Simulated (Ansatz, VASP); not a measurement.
# Be2Se in VASP and in Ansatz

File INCAR:

```
SYSTEM = Be2Se
PREC = Accurate
ENCUT = 520
EDIFF = 1E-6
ISMEAR = 0
SIGMA = 0.1
LREAL = .False.
LASPH = .True.
NELM = 60
ALGO = Normal
ISIF = 2
LWAVE = .False.
LCHARG = .False.
GGA = PE
NBANDS = 19
```

File KPOINTS:

```
regular mesh
0
Gamma
  4 4 6
  0 0 0
```

The input POSCAR:

```
Be2Se
1.0
    5.0051944584      0.0000000000      0.0000000000
    0.0000000000      5.1575962127      0.0000000000
    0.0000000000      0.0000000000      3.3688808854
Be Se
4 2
Direct
    0.2250000000      0.8250000000      0.5000000000
    0.7250000000      0.6750000000      0.0000000000
    0.7750000000      0.1750000000      0.5000000000
    0.2750000000      0.3250000000      0.0000000000
    0.5000000000      0.5000000000      0.5000000000
    0.0000000000      0.0000000000      0.0000000000
```

Input for Ansatz:

```yaml
crystal:
  lattice:
    - [5.0051944584, 0.0, 0.0]
    - [0.0, 5.1575962127, 0.0]
    - [0.0, 0.0, 3.3688808854]
  atoms:
    - { symbol: Be, position: [0.225, 0.825, 0.5] }
    - { symbol: Be, position: [0.725, 0.675, 0.0] }
    - { symbol: Be, position: [0.775, 0.175, 0.5] }
    - { symbol: Be, position: [0.275, 0.325, 0.0] }
    - { symbol: Se, position: [0.5, 0.5, 0.5] }
    - { symbol: Se, position: [0.0, 0.0, 0.0] }
basis:
  ecutwfc: 420
kpoints:
  mp_grid: { grid: [4, 4, 6] }
hamiltonian:
  xc: pbe
scf:
  occupations: { method: gaussian, width: 0.1 }
  lower_state_search: "off"
output:
  forces: true
  stress: true
  eigenvalues: true
```

Alike in both runs: task single point; functional PBE; k mesh 4 × 4 × 6; occupations gaussian, width 0.1 eV; no spin polarisation.

|  | VASP | Ansatz |
| --- | --- | --- |
| version | VASP 6.6.1 | Ansatz 0.2.0 |
| potentials or method | VASP PAW PBE potentials, release 64 (Be, Se), cutoff 520 eV | scalar-relativistic, plane waves, PAW |
| valence electrons in the cell | 20 | 40 |

|  | VASP | Ansatz | Ansatz less VASP |
| --- | --- | --- | --- |
| gap on the k mesh at the Fermi level (eV) | none | none | - |
| pressure (GPa) | 8.9 | 8.7 | -0.20 |
| traceless stress, the component that is largest in VASP (GPa) | 3.42 | 3.45 | +0.023 |
| rms of the force components (eV/Å) | 0.290 | 0.289 | -0.0009 |

Atom by atom the forces differ by 0.001 eV/Å (rms over components). A gap of «none» marks a metal or a gap that the smearing closes. VASP's potentials hold 20 valence electrons a cell and Ansatz's 40, so a difference there can come from the potentials and not from the codes.
